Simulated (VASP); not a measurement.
# Te2Mo (P6_3/mmc) in VASP: a series of runs, part 2 of 2

VASP 6.6.1. The steps go on from the part before.

**3. Single point, r2SCAN**

File POSCAR:

```
Te2Mo
1.0
    3.4207231161      0.0000000000      0.0000000000
   -1.7103615580      2.9624331178      0.0000000000
    0.0000000000      0.0000000000     15.0645680074
Te Mo
4 2
Direct
    0.3333333333      0.6666666667      0.6275864514
    0.6666666667      0.3333333333      0.1275864514
    0.6666666667      0.3333333333      0.3724135486
    0.3333333333      0.6666666667      0.8724135486
    0.3333333333      0.6666666667      0.2500000000
    0.6666666667      0.3333333333      0.7500000000
```

File INCAR.step1:

```
SYSTEM = Te2Mo
ALGO = Normal ; EDIFF = 1E-4
ENCUT = 520 ; GGA = PE
ISMEAR = 0 ; LASPH = .TRUE.
LCHARG = .FALSE. ; LREAL = .FALSE.
LWAVE = .TRUE. ; NBANDS = 35
NELM = 80 ; PREC = Accurate
SIGMA = 0.02
```

File INCAR.step2:

```
SYSTEM = Te2Mo
ALGO = Normal ; EDIFF = 1E-6
ENCUT = 520 ; ISIF = 2
ISMEAR = 0 ; ISTART = 1
LASPH = .TRUE. ; LCHARG = .TRUE.
LELF = .TRUE. ; LMIXTAU = .TRUE.
LREAL = .FALSE. ; LVHAR = .TRUE.
LWAVE = .FALSE. ; METAGGA = R2SCAN
NBANDS = 35 ; NELM = 80
PREC = Accurate ; SIGMA = 0.02
```

File KPOINTS:

```
k-points
0
G
  12 12 2
  0 0 0
```

Potentials or basis: VASP PAW PBE potentials, release 64 (Te, Mo_sv).

Command:

```bash
cat potpaw_PBE.64/Te/POTCAR potpaw_PBE.64/Mo_sv/POTCAR > POTCAR
cp INCAR.step1 INCAR
mpirun -np 1 vasp_std > vasp.out
cp INCAR.step2 INCAR
mpirun -np 1 vasp_std > vasp.out
```

OUTCAR:

```text
SYSTEM = Te2Mo
   EDIFF = 1E-6
   ENCUT = 520
   ISIF = 2
   ISMEAR = 0
   ISTART = 1
   LASPH = .TRUE.
   LREAL = .FALSE.
   METAGGA = R2SCAN
   NELM = 80
   PREC = Accurate

 ion  position               nearest neighbor table
   1  0.333  0.667  0.628-   6 2.70   6 2.70   6 2.70
   2  0.667  0.333  0.128-   5 2.70   5 2.70   5 2.70
   3  0.667  0.333  0.372-   5 2.70   5 2.70   5 2.70
   4  0.333  0.667  0.872-   6 2.70   6 2.70   6 2.70
   5  0.333  0.667  0.250-   2 2.70   3 2.70   2 2.70   3 2.70   2 2.70   3 2.70
   6  0.667  0.333  0.750-   1 2.70   4 2.70   1 2.70   4 2.70   1 2.70   4 2.70

  LATTYP: Found a hexagonal cell.
 ALAT       =     3.4207231161
 C/A-ratio  =     4.4039132944

  Lattice vectors:

 A1 = (   3.4207231161,   0.0000000000,   0.0000000000)
 A2 = (  -1.7103615580,   2.9624331178,   0.0000000000)
 A3 = (   0.0000000000,   0.0000000000,  15.0645680074)

Analysis of symmetry for initial positions (statically):
=====================================================================
 Subroutine PRICEL returns:
 Original cell was already a primitive cell.

 Routine SETGRP: Setting up the symmetry group for a
 hexagonal supercell.

 Subroutine GETGRP returns: Found 24 space group operations
 (whereof 12 operations were pure point group operations)
 out of a pool of 24 trial point group operations.

The static configuration has the point symmetry D_3d.
 The point group associated with its full space group is D_6h.

Analysis of symmetry for dynamics (positions and initial velocities):
=====================================================================
 Subroutine PRICEL returns:
 Original cell was already a primitive cell.

 Routine SETGRP: Setting up the symmetry group for a
 hexagonal supercell.

 Subroutine GETGRP returns: Found 24 space group operations
 (whereof 12 operations were pure point group operations)
 out of a pool of 24 trial point group operations.

The dynamic configuration has the point symmetry D_3d.
 The point group associated with its full space group is D_6h.

 Subroutine INISYM returns: Found 24 space group operations
 (whereof 12 operations are pure point group operations),
 and found     1 'primitive' translations

----------------------------------------------------------------------------------------

                                     Primitive cell

  volume of cell :     152.6593

  direct lattice vectors                    reciprocal lattice vectors
     3.420723116  0.000000000  0.000000000     0.292335850  0.168780182  0.000000000
    -1.710361558  2.962433118  0.000000000     0.000000000  0.337560363  0.000000000
     0.000000000  0.000000000 15.064568007     0.000000000  0.000000000  0.066380928

  length of vectors
     3.420723116  3.420723116 15.064568007     0.337560363  0.337560363  0.066380928

  position of ions in fractional coordinates (direct lattice)
     0.333333333  0.666666667  0.627586451
     0.666666667  0.333333333  0.127586451
     0.666666667  0.333333333  0.372413549
     0.333333333  0.666666667  0.872413549
     0.333333333  0.666666667  0.250000000
     0.666666667  0.333333333  0.750000000

[... 35 lines left out ...]
 Following reciprocal coordinates:
            Coordinates               Weight
  0.000000  0.000000  0.000000      1.000000
  0.083333  0.000000  0.000000      6.000000
  0.166667  0.000000  0.000000      6.000000
  0.250000  0.000000  0.000000      6.000000
  0.333333  0.000000  0.000000      6.000000
  0.416667  0.000000  0.000000      6.000000
[... 16 lines left out ...]
  0.250000  0.000000  0.500000      6.000000
  0.333333  0.000000  0.500000      6.000000
 [... further k-points ...]
   k-points           NKPTS =     38   k-points in BZ     NKDIM =     38   number of bands    NBANDS=     35
   number of dos      NEDOS =    301   number of ions     NIONS =      6
   total plane-waves  NPLWV =  87808
   dimension x,y,z NGX =    28 NGY =   28 NGZ =  112
   dimension x,y,z NGXF=    56 NGYF=   56 NGZF=  224
   ions per type =               4   2
   NGX,Y,Z   is equivalent  to a cutoff of  13.61, 13.61, 12.36 a.u.
   NGXF,Y,Z  is equivalent  to a cutoff of  27.22, 27.22, 24.72 a.u.
 SYSTEM =  Te2Mo
   PREC   = accura    normal or accurate (medium, high low for compatibility)
   ISTART =      1    job   : 0-new  1-cont  2-samecut
   ICHARG =      0    charge: 1-file 2-atom 10-const
   ISPIN  =      1    spin polarized calculation?
   LNONCOLLINEAR =      F non collinear calculations
   LSORBIT =      F    spin-orbit coupling
   LASPH  =      T    aspherical Exc in radial PAW
   ENCUT  =  520.0 eV  38.22 Ry    6.18 a.u.   6.36  6.36 28.01*2*pi/ulx,y,z
   NELM   =     80;   NELMIN=  2; NELMDL=  0     # of ELM steps
   EDIFF  = 0.1E-05   stopping-criterion for ELM
   LREAL  =      F    real-space projection
   EDIFFG = 0.1E-04   stopping-criterion for IOM
   NSW    =      0    number of steps for IOM
   IBRION =     -1    ionic relax: 0-MD 1-quasi-New 2-CG
   NFREE  =      0    steps in history (QN), initial steepest desc. (CG)
   ISIF   =      2    stress and relaxation
   ISYM   =      2    0-nonsym 1-usesym 2-fastsym
   POTIM  = 0.5000    time-step for ionic-motion
   TEBEG  =    0.0;   TEEND  =   0.0 temperature during run
   PSTRESS=    0.0 pullay stress
   NELECT =      52.0000    total number of electrons
   NUPDOWN=      -1.0000    fix difference up-down
   EMIN   =  10.00;   EMAX   =-10.00  energy-range for DOS
   EFERMI =   0.00;   METHOD = LEGACY
   ISMEAR =     0;   SIGMA  =   0.02  broadening in eV -4-tet -1-fermi 0-gaus
   EFERMI_NEDOS =   21; number of points for ismear=-14 and -15
   IALGO  =     38    algorithm
   IMIX   =      4    mixing-type and parameters
     AMIX     =   0.40;   BMIX     =  1.00
     AMIX_MAG =   1.60;   BMIX_MAG =  1.00
  volume/ion in A,a.u.               =      25.44       171.70
  Fermi-wavevector in a.u.,A,eV,Ry     =   1.143321  2.160564 17.785307  1.307183
  Thomas-Fermi vector in A             =   2.280017
   LORBIT       =      0    0 simple, 1 ext, 2 COOP (PROOUT), +10 PAW based schemes
   METAGGA = R2SCAN    functional components
   LHFCALC =     F    Hartree Fock is set to
   AEXX    =    0.0000 exact exchange contribution
   IVDW    =     0    specifies the selected vdW correction
   LEPSILON=     F    determine dielectric tensor
   LRPA    =     F    only Hartree local field effects (RPA)
 non-spin polarized calculation
 Gauss-broadening in eV      SIGMA  =   0.02
  energy-cutoff  :      520.00
  volume of cell :      152.66
 maximum number of plane-waves:      4140
 NGX is ok and might be reduce to    28
   NGX = 13   NGY = 13   NGZ = 57

 number of electron      52.0000000 magnetization

 Free energy of the ion-electron system (eV)
  ---------------------------------------------------
  ext. energy  EPLUGINS =         0.00000000
  ---------------------------------------------------
  free energy    TOTEN  =      -155.40811005 eV

  energy without entropy =     -155.40811005  energy(sigma->0) =     -155.40811005

 E-fermi :   8.0056     XC(G=0): -10.8320

 val. band max:        7.7423246526   @ k =   0.3333   0.3333   0.0000
 cond. band min:       8.6831765028   @ k =   0.2500   0.1667   0.0000
 fundamental gap:      0.9408518502
 Fermi energy:         8.0055825242

 k-point     1 :       0.0000    0.0000    0.0000
  band No.  band energies     occupation
      1     -54.8722      2.00000
      2     -54.8722      2.00000
      3     -28.3801      2.00000
      4     -28.3801      2.00000
      5     -28.1565      2.00000
      6     -28.1565      2.00000
[... 901 lines left out ...]
     34      11.6614      0.00000
     35      13.7204      0.00000

 [... further k-points ...]

------------------------ aborting loop because EDIFF is reached ----------------------------------------

  FORCE on cell =-STRESS in cart. coord.  units (eV):
  Direction    XX          YY          ZZ          XY          YZ          ZX
  --------------------------------------------------------------------------------------
  -------------------------------------------------------------------------------------
  Total        6.4655693      6.4655693      0.1660052      0.0000000      0.0000000      0.0000000
  in kB       67.8569282     67.8569282      1.7422443      0.0000000      0.0000000      0.0000000
  external PRESSURE =      45.8187002 kB  Pullay stress =       0.0000000 kB

 VOLUME and BASIS-vectors are now :
 -----------------------------------------------------------------------------
  energy-cutoff  :      520.00
  volume of cell :      152.66
      direct lattice vectors                 reciprocal lattice vectors
     3.420723116  0.000000000  0.000000000     0.292335850  0.168780182  0.000000000
    -1.710361558  2.962433118  0.000000000     0.000000000  0.337560363  0.000000000
     0.000000000  0.000000000 15.064568007     0.000000000  0.000000000  0.066380928

 POSITION                                       TOTAL-FORCE (eV/Angst)
 -----------------------------------------------------------------------------------
     -0.00000      1.97496      9.45432        -0.000000     -0.000000     -0.024721
      1.71036      0.98748      1.92203         0.000000     -0.000000     -0.024721
      1.71036      0.98748      5.61025         0.000000     -0.000000      0.024721
     -0.00000      1.97496     13.14253        -0.000000     -0.000000      0.024721
     -0.00000      1.97496      3.76614        -0.000000      0.000000      0.000000
      1.71036      0.98748     11.29843        -0.000000      0.000000      0.000000
 -----------------------------------------------------------------------------------
    total drift:                               -0.000000      0.000000     -0.000000

  FREE ENERGIE OF THE ION-ELECTRON SYSTEM (eV)
  ---------------------------------------------------
  free  energy   TOTEN  =      -155.4081100527 eV

  energy  without entropy=     -155.4081100527  energy(sigma->0) =     -155.40811005
```

Run time: 6.6 min. Hardware: 1 thread of Intel Xeon 6975P-C (Granite Rapids), shared host; peak memory 0.42 GiB.

What came out:

```yaml
Free_energy: -155.4081 eV
Pressure: 4.6 GPa
Largest_force: 0.025 eV/Å
Band_gap_on_the_k_mesh: 0.94 eV (least direct gap 1.35 eV)
```

Forces on the atoms (eV/Å):
```
Te   0.000  0.000 -0.025
Te   0.000  0.000 -0.025
Te   0.000  0.000  0.025
Te   0.000  0.000  0.025
Mo   0.000  0.000  0.000
Mo   0.000  0.000  0.000
```

Stress tensor (GPa, compression positive):
```
6.79 0.00 0.00
0.00 6.79 0.00
0.00 0.00 0.17
```

Levels at points of the mesh, in eV from the valence-band top:
```csv
k point,band 23,band 24,band 25,band 26,band 27,band 28,band 29,band 30
"(0.00, 0.00, 0.00)",-0.83,-0.82,-0.82,-0.44,3.53,3.53,3.59,3.59
"(0.50, 0.00, 0.00)",-1.02,-0.98,-0.22,-0.09,1.74,1.76,1.79,2.09
"(0.00, 0.00, 0.50)",-0.82,-0.82,-0.63,-0.63,3.56,3.56,3.56,3.56
"(0.50, 0.00, 0.50)",-0.99,-0.99,-0.16,-0.16,1.75,1.75,1.94,1.94
```

Caveat: the stress differs along the axes, from 0 to 7 GPa; the PAW data sets were made with another functional, which shifts forces and pressure a little; spin-orbit coupling is left out, which moves the levels of the heavy elements. A k mesh can miss the band edges.
